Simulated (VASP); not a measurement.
# W (Cmme) in VASP: single point with PBEsol

Aim: the single point of W with PBEsol.

Program: VASP 6.6.1. These are calculated values, not measurements. Logs are shortened: lines on timing, memory, paths and dates and some standing lists are left out, and cuts for length are marked.

## 1. The cell of the first run

Symmetry: Cmme, No. 67, orthorhombic system. Conventional cell: a = 3.154 Å, b = 4.461 Å, c = 4.461 Å, α = 90.00°, β = 90.00°, γ = 90.00°. Within 3.4 Å of W (site symmetry mm2) lie 14 W at 2.57 to 3.30 Å.

## 2. Single point, PBEsol (atoms displaced along a vibrational mode)

File INCAR:

```
PREC = Accurate
ENCUT = 520
EDIFF = 1E-7
ISMEAR = 0
SIGMA = 0.15
LREAL = F
LASPH = T
NELM = 100
ALGO = Fast
ISIF = 2
LWAVE = F
LCHARG = F
GGA = PS
NBANDS = 21
```

File KPOINTS:

```
Automatic mesh
0
Gamma
  24 24 14
```

File POSCAR:

```
W
1.0
   -1.5771801384      1.5771801384      1.5771801384
    1.5771801384     -1.5771801384      1.5771801384
    3.1543602768      3.1543602768      0.0000000000
W
2
Direct
    0.0000000000      0.0000000000     -0.0224168046
    0.5000000000      0.5000000000      0.5224168046
```

Potentials or basis: VASP PAW PBE potentials, release 64 (W_sv).

Launch:

```sh
$ cat potpaw_PBE.64/W_sv/POTCAR > POTCAR
$ mpirun -np 1 vasp_std > vasp.out
```

OUTCAR:

```text
PREC = Accurate
   ENCUT = 520
   EDIFF = 1E-7
   ISMEAR = 0
   LREAL = F
   LASPH = T
   NELM = 100
   ISIF = 2
   GGA = PS

 ion  position               nearest neighbor table
   1  0.000  0.000  0.978-   2 2.57   2 2.57   2 2.90   2 2.90   2 3.02   2 3.02   2 3.30   2 3.30

   2  0.500  0.500  0.522-   1 2.57   1 2.57   1 2.90   1 2.90   1 3.02   1 3.02   1 3.30   1 3.30

  LATTYP: Found a base centered orthorhombic cell.
 ALAT       =     3.1543602768
 B/A-ratio  =     1.4142135624
 C/A-ratio  =     1.4142135624

  Lattice vectors:

 A1 = (  -1.5771801384,   1.5771801384,   1.5771801384)
 A2 = (   1.5771801384,  -1.5771801384,   1.5771801384)
 A3 = (   3.1543602768,   3.1543602768,   0.0000000000)

Analysis of symmetry for initial positions (statically):
=====================================================================
 Subroutine PRICEL returns:
 Original cell was already a primitive cell.

 Routine SETGRP: Setting up the symmetry group for a
 base centered orthorhombic supercell.

 Subroutine GETGRP returns: Found  8 space group operations
 (whereof  4 operations were pure point group operations)
 out of a pool of  8 trial point group operations.

The static configuration has the point symmetry C_2v.
 The point group associated with its full space group is D_2h.

Analysis of symmetry for dynamics (positions and initial velocities):
=====================================================================
 Subroutine PRICEL returns:
 Original cell was already a primitive cell.

 Routine SETGRP: Setting up the symmetry group for a
 base centered orthorhombic supercell.

 Subroutine GETGRP returns: Found  8 space group operations
 (whereof  4 operations were pure point group operations)
 out of a pool of  8 trial point group operations.

The dynamic configuration has the point symmetry C_2v.
 The point group associated with its full space group is D_2h.

 Subroutine INISYM returns: Found  8 space group operations
 (whereof  4 operations are pure point group operations),
 and found     1 'primitive' translations

----------------------------------------------------------------------------------------

                                     Primitive cell

  volume of cell :      31.3858

  direct lattice vectors                    reciprocal lattice vectors
    -1.577180138  1.577180138  1.577180138    -0.158510746  0.158510746  0.317021492
     1.577180138 -1.577180138  1.577180138     0.158510746 -0.158510746  0.317021492
     3.154360277  3.154360277  0.000000000     0.158510746  0.158510746  0.000000000

  length of vectors
     2.731756132  2.731756132  4.460939084     0.388270446  0.388270446  0.224168046

  position of ions in fractional coordinates (direct lattice)
     0.000000000  0.000000000  0.977583195
     0.500000000  0.500000000  0.522416805

  ion indices of the primitive-cell ions
   primitive index   ion index
                 1           1
                 2           2

----------------------------------------------------------------------------------------

 KPOINTS: Automatic mesh

Automatic generation of k-mesh.
 Grid dimensions read from file:
 generate k-points for:   24   24   14

 Generating k-lattice:

  Cartesian coordinates                     Fractional coordinates (reciprocal lattice)
    -0.006604614  0.006604614  0.013209229     0.041666667  0.000000000  0.000000000
     0.006604614 -0.006604614  0.013209229     0.000000000  0.041666667  0.000000000
     0.011322196  0.011322196  0.000000000     0.000000000  0.000000000  0.071428571

  Length of vectors
     0.016177935  0.016177935  0.016012003

  Shift w.r.t. Gamma in fractional coordinates (k-lattice)
     0.000000000  0.000000000  0.000000000

 Subroutine IBZKPT returns following result:
 ===========================================

 Found   1256 irreducible k-points:

 Following reciprocal coordinates:
            Coordinates               Weight
  0.000000  0.000000  0.000000      1.000000
  0.041667  0.000000  0.000000      4.000000
  0.083333  0.000000  0.000000      4.000000
  0.125000  0.000000  0.000000      4.000000
  0.166667  0.000000  0.000000      4.000000
  0.208333  0.000000  0.000000      4.000000
[... 16 lines left out ...]
  0.416667  0.041667  0.000000      4.000000
  0.458333  0.041667  0.000000      4.000000
 [... further k-points ...]
   k-points           NKPTS =   1256   k-points in BZ     NKDIM =   1256   number of bands    NBANDS=     21
   number of dos      NEDOS =    301   number of ions     NIONS =      2
   total plane-waves  NPLWV =  14400
   dimension x,y,z NGX =    20 NGY =   20 NGZ =   36
   dimension x,y,z NGXF=    40 NGYF=   40 NGZF=   72
   ions per type =               2
   NGX,Y,Z   is equivalent  to a cutoff of  12.17, 12.17, 13.42 a.u.
   NGXF,Y,Z  is equivalent  to a cutoff of  24.34, 24.34, 26.83 a.u.
 SYSTEM =  unknown system
   PREC   = accura    normal or accurate (medium, high low for compatibility)
   ISTART =      0    job   : 0-new  1-cont  2-samecut
   ICHARG =      2    charge: 1-file 2-atom 10-const
   ISPIN  =      1    spin polarized calculation?
   LNONCOLLINEAR =      F non collinear calculations
   LSORBIT =      F    spin-orbit coupling
   LASPH  =      T    aspherical Exc in radial PAW
   ENCUT  =  520.0 eV  38.22 Ry    6.18 a.u.   5.08  5.08  8.29*2*pi/ulx,y,z
   NELM   =    100;   NELMIN=  2; NELMDL= -5     # of ELM steps
   EDIFF  = 0.1E-06   stopping-criterion for ELM
   LREAL  =      F    real-space projection
   EDIFFG = 0.1E-05   stopping-criterion for IOM
   NSW    =      0    number of steps for IOM
   IBRION =     -1    ionic relax: 0-MD 1-quasi-New 2-CG
   NFREE  =      0    steps in history (QN), initial steepest desc. (CG)
   ISIF   =      2    stress and relaxation
   ISYM   =      2    0-nonsym 1-usesym 2-fastsym
   POTIM  = 0.5000    time-step for ionic-motion
   TEBEG  =    0.0;   TEEND  =   0.0 temperature during run
   PSTRESS=    0.0 pullay stress
   NELECT =      28.0000    total number of electrons
   NUPDOWN=      -1.0000    fix difference up-down
   EMIN   =  10.00;   EMAX   =-10.00  energy-range for DOS
   EFERMI =   0.00;   METHOD = LEGACY
   ISMEAR =     0;   SIGMA  =   0.15  broadening in eV -4-tet -1-fermi 0-gaus
   EFERMI_NEDOS =   21; number of points for ismear=-14 and -15
   IALGO  =     68    algorithm
   IMIX   =      4    mixing-type and parameters
     AMIX     =   0.40;   BMIX     =  1.00
     AMIX_MAG =   1.60;   BMIX_MAG =  1.00
  volume/ion in A,a.u.               =      15.69       105.90
  Fermi-wavevector in a.u.,A,eV,Ry     =   1.575976  2.978162 33.792787  2.483700
  Thomas-Fermi vector in A             =   2.676879
   LORBIT       =      0    0 simple, 1 ext, 2 COOP (PROOUT), +10 PAW based schemes
   GGA     = PS    functional components
   LHFCALC =     F    Hartree Fock is set to
   AEXX    =    0.0000 exact exchange contribution
   IVDW    =     0    specifies the selected vdW correction
   LEPSILON=     F    determine dielectric tensor
   LRPA    =     F    only Hartree local field effects (RPA)
 non-spin polarized calculation
 RMM-DIIS sequential band-by-band and
 Gauss-broadening in eV      SIGMA  =   0.15
  energy-cutoff  :      520.00
  volume of cell :       31.39
 maximum number of plane-waves:       862
   NGX = 11   NGY = 11   NGZ = 17

 number of electron      28.0000006 magnetization

 Free energy of the ion-electron system (eV)
  ---------------------------------------------------
  ext. energy  EPLUGINS =         0.00000000
  ---------------------------------------------------
  free energy    TOTEN  =       -27.27694746 eV

  energy without entropy =      -27.26468658  energy(sigma->0) =      -27.27081702

 E-fermi :  11.4322     XC(G=0): -13.7909

 val. band max:       11.4320427512   @ k =   0.5000   0.2917   0.0000
 cond. band min:      11.4331960842   @ k =  -0.1667   0.1667   0.1429
 fundamental gap:      0.0011533330
 Fermi energy:        11.4321630254

 k-point     1 :       0.0000    0.0000    0.0000
  band No.  band energies     occupation
      1     -62.6966      2.00000
      2     -62.5167      2.00000
      3     -27.6372      2.00000
      4     -26.7316      2.00000
      5     -26.2407      2.00000
      6     -26.2353      2.00000
[... 13 lines left out ...]
     20      17.8656      0.00000
     21      21.7806      0.00000

 k-point     2 :       0.0417    0.0000    0.0000
  band No.  band energies     occupation
      1     -62.6946      2.00000
      2     -62.5163      2.00000
      3     -27.6305      2.00000
      4     -26.7404      2.00000
      5     -26.2515      2.00000
      6     -26.2467      2.00000
[... 13 lines left out ...]
     20      17.9634      0.00000
     21      21.7533      0.00000

 k-point     3 :       0.0833    0.0000    0.0000
  band No.  band energies     occupation
      1     -62.6888      2.00000
      2     -62.5150      2.00000
      3     -27.6109      2.00000
      4     -26.7678      2.00000
      5     -26.2910      2.00000
      6     -26.2789      2.00000
[... 13 lines left out ...]
     20      18.2657      0.00000
     21      21.6500      0.00000

 k-point     4 :       0.1250    0.0000    0.0000
  band No.  band energies     occupation
      1     -62.6795      2.00000
      2     -62.5131      2.00000
      3     -27.5792      2.00000
      4     -26.8155      2.00000
      5     -26.3715      2.00000
      6     -26.3150      2.00000
[... 13 lines left out ...]
     20      18.7743      0.00000
     21      21.4280      0.00000

 k-point     5 :       0.1667    0.0000    0.0000
  band No.  band energies     occupation
      1     -62.6671      2.00000
      2     -62.5109      2.00000
      3     -27.5372      2.00000
      4     -26.8842      2.00000
      5     -26.4778      2.00000
      6     -26.3529      2.00000
[... 13 lines left out ...]
     20      19.4532      0.00000
     21      21.0706      0.00000
[... 382 lines left out ...]
     20      19.3025      0.00000
     21      22.4725      0.00000

 k-point    22 :       0.3750    0.0417    0.0000
  band No.  band energies     occupation
      1     -62.5706      2.00000
      2     -62.5181      2.00000
      3     -27.3655      2.00000
      4     -27.3496      2.00000
      5     -26.8739      2.00000
      6     -26.6134      2.00000
[... 13 lines left out ...]
     20      19.5777      0.00000
     21      21.5848      0.00000

 k-point    23 :       0.4167    0.0417    0.0000
  band No.  band energies     occupation
      1     -62.5537      2.00000
      2     -62.5242      2.00000
      3     -27.4051      2.00000
      4     -27.4017      2.00000
      5     -26.8327      2.00000
      6     -26.6761      2.00000
[... 13 lines left out ...]
     20      20.1842      0.00000
     21      20.6545      0.00000

 k-point    24 :       0.4583    0.0417    0.0000
  band No.  band energies     occupation
      1     -62.5387      2.00000
      2     -62.5327      2.00000
      3     -27.4365      2.00000
      4     -27.4329      2.00000
      5     -26.7702      2.00000
      6     -26.7444      2.00000
[... 13 lines left out ...]
     20      19.5628      0.00000
     21      21.1540      0.00000

 [... further k-points ...]

------------------------ aborting loop because EDIFF is reached ----------------------------------------

  FORCE on cell =-STRESS in cart. coord.  units (eV):
  Direction    XX          YY          ZZ          XY          YZ          ZX
  --------------------------------------------------------------------------------------
  -------------------------------------------------------------------------------------
  Total        1.5989126      1.5989126      1.0062769      0.2485062      0.0000000      0.0000000
  in kB       81.6209074     81.6209074     51.3681805     12.6856836      0.0000000      0.0000000
  external PRESSURE =      71.5366651 kB  Pullay stress =       0.0000000 kB

 VOLUME and BASIS-vectors are now :
 -----------------------------------------------------------------------------
  energy-cutoff  :      520.00
  volume of cell :       31.39
      direct lattice vectors                 reciprocal lattice vectors
    -1.577180138  1.577180138  1.577180138    -0.158510746  0.158510746  0.317021492
     1.577180138 -1.577180138  1.577180138     0.158510746 -0.158510746  0.317021492
     3.154360277  3.154360277  0.000000000     0.158510746  0.158510746  0.000000000

 POSITION                                       TOTAL-FORCE (eV/Angst)
 -----------------------------------------------------------------------------------
      3.08365      3.08365      0.00000         2.380548      2.380548      0.000000
      1.64789      1.64789      1.57718        -2.380548     -2.380548     -0.000000
 -----------------------------------------------------------------------------------
    total drift:                               -0.000000     -0.000000     -0.000000

  FREE ENERGIE OF THE ION-ELECTRON SYSTEM (eV)
  ---------------------------------------------------
  free  energy   TOTEN  =       -27.2769474631 eV

  energy  without entropy=      -27.2646865802  energy(sigma->0) =      -27.27081702
```

Run time: 12 min. Hardware: 1 thread of Oxide Virtual Turin-like, shared host; peak memory 0.64 GiB.

What came out:

```
Free energy            : -27.2769 eV
Pressure               : 7.2 GPa
Largest force          : 3.367 eV/Å
Band gap on the k mesh : zero (bands 14 and 15 overlap by 3.52 eV)
```

Forces in eV/Å, atoms in the order of the input:
```
W    2.381  2.381  0.000
W   -2.381 -2.381  0.000
```

Caveat: the cell differs from its parent crystal (atoms displaced along a vibrational mode); the cell stands under pressure; the PAW data sets were made with another functional, which shifts forces and pressure a little; spin-orbit coupling is left out, which moves the levels of the heavy elements.
